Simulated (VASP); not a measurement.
# GaSi62 (a cell with a defect) in VASP: single point with LDA

Aim: the single point of GaSi62 (a cell with a defect) with LDA.

All numbers are computed with VASP 6.6.1; they aren't measurements. Logs are shortened: lines on timing, memory, paths and dates and some standing lists are left out, and cuts for length are marked.

**1. The cell of the first run**

The cell holds a defect, 63 atoms: a = 10.860 Å, b = 10.860 Å, c = 10.860 Å, α = 90.00°, β = 90.00°, γ = 90.00°.

**2. Single point, LDA, collinear spin, ferromagnetic start**

INCAR reads:

```
  PREC = Accurate
  ENCUT = 520
  EDIFF = 1E-6
  ISMEAR = 0
  SIGMA = 0.05
  LREAL = Auto
  LASPH = True
  NELM = 150
  ALGO = Normal
  ISIF = 2
  LWAVE = False
  LCHARG = False
  ISPIN = 2
  MAGMOM = 1 0 0 0 0 0 0 0 0 0 0 0 0 0 0 0 0 0 0 0 0 0 0 0 0 0 0 0 0 0 0 0 0 0 0 0 0 0 0 0 0 0 0 0 0 0 0 0 0 0 0 0 0 0 0 0 0 0 0 0 0 0 0
  LORBIT = 11
  GGA = CA
  NBANDS = 172
```

KPOINTS reads:

```
regular mesh
0
Gamma
  1 1 1
```

POSCAR reads:

```
GaSi62
1.0
   10.8600000000      0.0000000000      0.0000000000
    0.0000000000     10.8600000000      0.0000000000
    0.0000000000      0.0000000000     10.8600000000
Ga Si
1 62
Direct
    0.5077757999     -0.0074556016      0.0072718810
    0.6267267545      0.1317879263      0.1258471769
    0.7528811351      0.2515727746      0.0002017721
    0.8772401564      0.3762414516      0.1247739028
    0.7494297946      0.0005702839      0.2485218590
    0.8758305667      0.1253189437      0.3748262619
    0.0000806512      0.0000153678     -0.0004887425
    0.1266861045      0.1226130734      0.1244498171
    0.2515616337      0.2488159303      0.0009645240
    0.3778089307      0.3737565182      0.1243805400
    0.5003681152      0.5003372711     -0.0005277517
    0.6251153597      0.6254480844      0.1241119610
    0.7492688878      0.7511990828     -0.0010479253
    0.8749751847      0.8753675976      0.1241872932
    0.2488340923     -0.0006798290      0.2520999130
    0.3757835116      0.1247044226      0.3750681520
    0.5011337815      0.2516565228      0.2520127274
    0.6257961220      0.3762517517      0.3764043444
    0.7501862447      0.5006312279      0.2492819884
    0.8754116685      0.6250780520      0.3744565527
    0.5003465954      0.0000651616      0.4992056976
    0.6253906874      0.1226146896      0.6257410608
    0.7502633833      0.2512825960      0.5006798995
    0.8770460942      0.3741692136      0.6254077857
    0.7528983876     -0.0007135286      0.7479937672
    0.8759389281      0.1246182544      0.8749003305
    0.0004701381      0.4999161604     -0.0008558859
    0.1242360363      0.6230769158      0.1248121721
    0.2487882456      0.7474690480      0.0002290709
    0.3685775246      0.8736504185      0.1258856509
    0.0015904817      0.2513883996      0.2492729647
    0.1263500678      0.3741869551      0.3761326164
    0.2491893019      0.4988884967      0.2493353251
    0.3753007330      0.6247337138      0.3748368602
    0.4999922900      0.7510767117      0.2484686545
    0.6251058161      0.8754388573      0.3740964736
    0.0005613803      0.0003251636      0.4996771692
    0.1280162736      0.1239435984      0.6271182499
    0.2513651313      0.2490172618      0.5008335429
    0.3763929395      0.3725335347      0.6270292466
    0.5000828417      0.4998280523      0.4996889423
    0.6257766058      0.6231277660      0.6233002531
    0.7501612696      0.7502461903      0.4989022741
    0.8772390115      0.8747408055      0.6233060450
    0.2517558096     -0.0012303539      0.7508989169
    0.5019925900      0.2489826531      0.7505319050
    0.6253743384      0.3738237333      0.8768698705
    0.7502725348      0.4989113862      0.7482666532
    0.8757324289      0.6248617629      0.8742510818
   -0.0001239791      0.7502717455      0.2492390135
    0.1242612063      0.8746992662      0.3764296550
    0.0002149396      0.5002024389      0.4993390025
    0.1263665729      0.6233528019      0.6253965622
    0.2491843506      0.7502088375      0.5007160180
    0.3778117085      0.8752020019      0.6258533065
    0.0017183692      0.2490138858      0.7505213162
    0.1279533011      0.3725194751      0.8755793304
    0.2514582065      0.4987563878      0.7506003588
    0.3758524360      0.6245535634      0.8748904590
    0.5011933009      0.7475694604      0.7479094229
    0.6265103848      0.8739516130      0.8678275786
    0.0016236729      0.7502698429      0.7481521600
    0.1267268685      0.8751596100      0.8768828749
```

Potentials or basis: VASP PAW LDA potentials, release 64 (Ga_d, Si).

The run is started by

```
cat potpaw_LDA.64/Ga_d/POTCAR potpaw_LDA.64/Si/POTCAR > POTCAR
mpirun -np 1 vasp_gam > vasp.out
```

OUTCAR:

```text
PREC = Accurate
   ENCUT = 520
   EDIFF = 1E-6
   ISMEAR = 0
   LREAL = Auto
   LASPH = True
   NELM = 150
   ISIF = 2
   ISPIN = 2
   LORBIT = 11
   GGA = CA

 ion  position               nearest neighbor table
   1  0.508  0.993  0.007-  30 2.37   2 2.37  61 2.37
   2  0.627  0.132  0.126-   3 2.33  17 2.33   5 2.36   1 2.37
   3  0.753  0.252  0.000-   2 2.33  47 2.34   4 2.34  26 2.35
   4  0.877  0.376  0.125-  27 2.34   3 2.34  31 2.34  19 2.36
   5  0.749  0.001  0.249-  36 2.35  14 2.35   2 2.36   6 2.37
   6  0.876  0.125  0.375-  37 2.35  31 2.37  23 2.37   5 2.37
   7  0.000  0.000  1.000-  26 2.34  63 2.35   8 2.35  14 2.35
   8  0.127  0.123  0.124-  15 2.34   7 2.35   9 2.35  31 2.37
   9  0.252  0.249  0.001-  57 2.34   8 2.35  10 2.35
  10  0.378  0.374  0.124-  17 2.34  11 2.35   9 2.35  33 2.37
  11  0.500  0.500  0.999-  59 2.34  10 2.35  47 2.35  12 2.35
  12  0.625  0.625  0.124-  11 2.35  19 2.35  13 2.35  35 2.35
  13  0.749  0.751  0.999-  12 2.35  14 2.35  61 2.36  49 2.37
  14  0.875  0.875  0.124-   7 2.35  50 2.35   5 2.35  13 2.35
  15  0.249  0.999  0.252-  30 2.33   8 2.34  51 2.34  16 2.35
[... 34 lines left out ...]
  50  1.000  0.750  0.249-  20 2.35  14 2.35  28 2.36  51 2.36
  51  0.124  0.875  0.376-  37 2.34  15 2.34  54 2.34  50 2.36
  52  0.000  0.500  0.499-  20 2.35  24 2.35  32 2.35  53 2.35
[... 9 lines left out ...]
  62  0.002  0.750  0.748-  44 2.34  53 2.35  49 2.37  63 2.37
  63  0.127  0.875  0.877-  29 2.34   7 2.35  45 2.35  62 2.37

  LATTYP: Found a simple cubic cell.
 ALAT       =    10.8600000000

  Lattice vectors:

 A1 = (  10.8600000000,   0.0000000000,   0.0000000000)
 A2 = (   0.0000000000,  10.8600000000,   0.0000000000)
 A3 = (   0.0000000000,   0.0000000000,  10.8600000000)

Analysis of symmetry for initial positions (statically):
=====================================================================
 Subroutine PRICEL returns:
 Original cell was already a primitive cell.

 Routine SETGRP: Setting up the symmetry group for a
 simple cubic supercell.

 Subroutine GETGRP returns: Found  1 space group operations
 (whereof  1 operations were pure point group operations)
 out of a pool of 48 trial point group operations.

The static configuration has the point symmetry C_1 .

Analysis of symmetry for dynamics (positions and initial velocities):
=====================================================================
 Subroutine PRICEL returns:
 Original cell was already a primitive cell.

 Routine SETGRP: Setting up the symmetry group for a
[... 260 lines left out ...]
  ---------------------------------------------------
  ext. energy  EPLUGINS =         0.00000000
  ---------------------------------------------------
  free energy    TOTEN  =      -363.66668262 eV

  energy without entropy =     -363.61669143  energy(sigma->0) =     -363.64168702

 E-fermi :   6.1893     XC(G=0):  -9.5509

 val. band max:        5.4134839229   @ k =   0.0000   0.0000   0.0000
 cond. band min:       6.2144682401   @ k =   0.0000   0.0000   0.0000
 fundamental gap:      0.8009843172
 Fermi energy:         6.1892855439

 spin component 1

 k-point     1 :       0.0000    0.0000    0.0000
  band No.  band energies     occupation
      1      -9.1562      1.00000
      2      -9.1228      1.00000
      3      -9.1227      1.00000
      4      -9.0353      1.00000
      5      -9.0351      1.00000
      6      -6.3071      1.00000
[... 134 lines left out ...]
    141       6.7051      0.00000
    142       6.7587      0.00000
 Fermi energy:         6.1892855439

 spin component 2

 k-point     1 :       0.0000    0.0000    0.0000
  band No.  band energies     occupation
      1      -9.1563      1.00000
      2      -9.1228      1.00000
      3      -9.1227      1.00000
      4      -9.0353      1.00000
      5      -9.0351      1.00000
      6      -6.3070      1.00000
[... 134 lines left out ...]
    141       6.7053      0.00000
    142       6.7589      0.00000
 [bands above 142 left out]

------------------------ aborting loop because EDIFF is reached ----------------------------------------

  FORCE on cell =-STRESS in cart. coord.  units (eV):
  Direction    XX          YY          ZZ          XY          YZ          ZX
  --------------------------------------------------------------------------------------
  -------------------------------------------------------------------------------------
  Total       -7.9944749     -7.9780376     -7.9924821     -0.1456013     -0.2972217      0.0966992
  in kB      -10.0002544     -9.9796930     -9.9977617     -0.1821321     -0.3717934      0.1209606
  external PRESSURE =      -9.9925697 kB  Pullay stress =       0.0000000 kB

 VOLUME and BASIS-vectors are now :
 -----------------------------------------------------------------------------
  energy-cutoff  :      520.00
  volume of cell :     1280.82
      direct lattice vectors                 reciprocal lattice vectors
    10.860000000  0.000000000  0.000000000     0.092081031  0.000000000  0.000000000
     0.000000000 10.860000000  0.000000000     0.000000000  0.092081031  0.000000000
     0.000000000  0.000000000 10.860000000     0.000000000  0.000000000  0.092081031

 POSITION                                       TOTAL-FORCE (eV/Angst)
 -----------------------------------------------------------------------------------
      5.51445     10.77903      0.07897        -0.011320      0.008892     -0.016298
      6.80625      1.43122      1.36670        -0.000263      0.002795      0.000764
      8.17629      2.73208      0.00219         0.008813      0.001099     -0.001063
      9.52683      4.08598      1.35504        -0.005488      0.003917     -0.001098
      8.13881      0.00619      2.69895         0.004296      0.001929      0.004140
      9.51152      1.36096      4.07061        -0.005417     -0.002696     -0.003591
[... 55 lines left out ...]
      0.01763      8.14793      8.12493         0.000604     -0.003213      0.002585
      1.37625      9.50423      9.52295         0.001546      0.001906      0.001543
 -----------------------------------------------------------------------------------
    total drift:                                0.010437      0.005016     -0.021996

  FREE ENERGIE OF THE ION-ELECTRON SYSTEM (eV)
  ---------------------------------------------------
  free  energy   TOTEN  =      -363.6666826219 eV

  energy  without entropy=     -363.6166914279  energy(sigma->0) =     -363.64168702

 total charge

# of ion       s       p       d       tot
------------------------------------------
    1        0.954   0.812   9.954  11.721
    2        0.752   0.965   0.000   1.717
    3        0.748   0.970   0.000   1.717
    4        0.745   0.969   0.000   1.714
    5        0.752   0.948   0.000   1.700
    6        0.758   0.941   0.000   1.699
[... 55 lines left out ...]
   62        0.753   0.948   0.000   1.701
   63        0.748   0.955   0.000   1.703
--------------------------------------------------
tot         47.496  60.021   9.954 117.472

 magnetization (x)

# of ion       s       p       d       tot
------------------------------------------
    1       -0.000   0.000   0.000   0.000
    2        0.000   0.000   0.000   0.000
    3        0.000   0.000   0.000   0.000
    4        0.000   0.000   0.000   0.000
    5        0.000   0.000   0.000   0.000
    6       -0.000   0.000   0.000   0.000
[... 55 lines left out ...]
   62        0.000   0.000   0.000   0.000
   63        0.000   0.000   0.000   0.000
--------------------------------------------------
tot          0.001   0.002   0.000   0.003
```

Run time: 66 min. Hardware: 1 thread of AMD EPYC 7R13 (Zen 3), shared host; peak memory 0.92 GiB.

Results:

```yaml
Free_energy: -363.6667 eV
Pressure: -1.0 GPa
Largest_force: 0.022 eV/Å
Band_gap_on_the_k_mesh: 0.80 eV
Net_moment: 0.01 μB per cell
Valence_electrons_inside_the_program's_atomic_spheres: Ga 11.72; Si 1.72, 1.71, 1.70, 1.65
```

Forces on the atoms (eV/Å):
```
Ga  -0.011  0.009 -0.016
Si   0.000  0.003  0.001
Si   0.009  0.001 -0.001
Si  -0.005  0.004 -0.001
Si   0.004  0.002  0.004
Si  -0.005 -0.003 -0.004
Si   0.003  0.000 -0.003
Si   0.000  0.001 -0.001
Si   0.008 -0.008 -0.006
Si  -0.006  0.000 -0.002
Si   0.005  0.000 -0.001
Si  -0.001  0.004  0.000
Si   0.008 -0.006  0.001
Si  -0.006  0.001 -0.001
Si   0.002  0.000  0.005
Si  -0.001  0.000 -0.003
Si   0.002 -0.001  0.009
Si  -0.005  0.001 -0.002
Si   0.008  0.002  0.003
Si   0.005 -0.007  0.010
Si   0.005 -0.001 -0.002
Si   0.000  0.001  0.000
Si   0.004  0.000 -0.001
Si   0.000 -0.006  0.004
Si   0.008  0.003 -0.001
Si   0.001  0.003  0.000
Si   0.004 -0.002  0.000
Si  -0.005  0.004 -0.003
Si   0.002 -0.004 -0.003
Si  -0.004  0.003  0.001
Si   0.002 -0.004  0.004
Si   0.001 -0.002  0.002
Si   0.005 -0.001  0.005
Si  -0.005  0.006 -0.002
Si  -0.001 -0.004  0.004
Si  -0.001 -0.001 -0.003
Si   0.005  0.003  0.002
Si  -0.006  0.000 -0.001
Si  -0.004  0.004 -0.005
Si  -0.002  0.001  0.001
Si   0.003 -0.001 -0.004
Si  -0.003  0.003 -0.002
Si   0.007 -0.004 -0.001
Si  -0.005 -0.001 -0.003
Si   0.009  0.002  0.008
Si  -0.007 -0.009  0.008
Si  -0.001 -0.002  0.003
Si   0.005  0.002  0.002
Si  -0.004  0.002  0.002
Si  -0.001 -0.005  0.004
Si  -0.004  0.001 -0.001
Si  -0.006  0.012 -0.014
Si   0.002 -0.001  0.003
Si   0.002 -0.003  0.000
Si  -0.008  0.000  0.001
Si  -0.004  0.005 -0.004
Si  -0.003  0.000  0.001
Si  -0.006  0.004 -0.005
Si  -0.002  0.002 -0.001
Si  -0.002 -0.008  0.000
Si   0.005 -0.004 -0.001
Si   0.001 -0.003  0.003
Si   0.002  0.002  0.002
```

Caveat: the k points lie up to 0.58 Å⁻¹ apart.
